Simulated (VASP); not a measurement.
Runs of VASP 6.6.1 on Al2O3. The structure is that of space group P-6m2 (No. 187), or close to it. The cells are those of the table. 

```csv
cell,gap on the mesh (eV),pressure (GPa),largest force (eV/Å)
"a = 2.928, b = 2.928, c = 9.197 Å, angles 90.0, 90.0, 120.0°, 5 atoms",4.37,-5.0,0.40
"a = 2.928, b = 2.928, c = 9.617 Å, angles 90.0, 90.0, 120.0°, 5 atoms",4.39,-8.4,0.69
"a = 2.884, b = 2.884, c = 9.617 Å, angles 90.0, 90.0, 120.0°, 5 atoms",4.77,-4.3,0.41
"a = 2.971, b = 2.971, c = 9.617 Å, angles 90.0, 90.0, 120.0°, 5 atoms",4.03,-12.0,0.92
"a = 2.928, b = 2.928, c = 9.477 Å, angles 90.0, 90.0, 120.0°, 5 atoms",4.39,-7.4,0.51
"a = 2.971, b = 2.971, c = 9.477 Å, angles 90.0, 90.0, 120.0°, 5 atoms",(c),-11.1,0.76
"a = 2.884, b = 2.884, c = 9.477 Å, angles 90.0, 90.0, 120.0°, 5 atoms",4.78,-3.0,0.23
"a = 2.971, b = 2.971, c = 9.197 Å, angles 90.0, 90.0, 120.0°, 5 atoms",(a),-9.1,0.65
"a = 2.928, b = 2.928, c = 9.057 Å, angles 90.0, 90.0, 120.0°, 5 atoms",4.34,-3.7,0.60
"a = 2.971, b = 2.971, c = 9.057 Å, angles 90.0, 90.0, 120.0°, 5 atoms",3.96,(d),0.84
"a = 2.928, b = 2.928, c = 9.337 Å, angles 90.0, 90.0, 120.0°, 5 atoms",(b),-6.3,0.33
"a = 2.971, b = 2.971, c = 9.337 Å, angles 90.0, 90.0, 120.0°, 5 atoms",4.01,-10.1,0.58
```

Alike in all rows: task single point; level PBE+D3(BJ); potentials or basis VASP PAW PBE potentials, release 64 (Al, O); no spin polarisation; k mesh 12 × 12 × 4; cutoff (eV) 520; smearing gaussian 0.05 eV.

**Question.** Fill in the values left out.

**Answer.** (a) 3.99; (b) 4.38; (c) 4.02; (d) -7.9.

Caveats: the cell stands under tension (at least some runs); the stress differs along the axes, from -8 to 1 GPa (at least some runs); the stress differs along the axes, from -14 to -8 GPa (at least some runs); the stress differs along the axes, from -14 to -6 GPa (at least some runs); the stress differs along the axes, from -13 to -0 GPa (at least some runs); the stress differs along the axes, from -7 to 4 GPa (at least some runs); the stress differs along the axes, from -13 to 2 GPa (at least some runs).

A k mesh can miss the band edges.
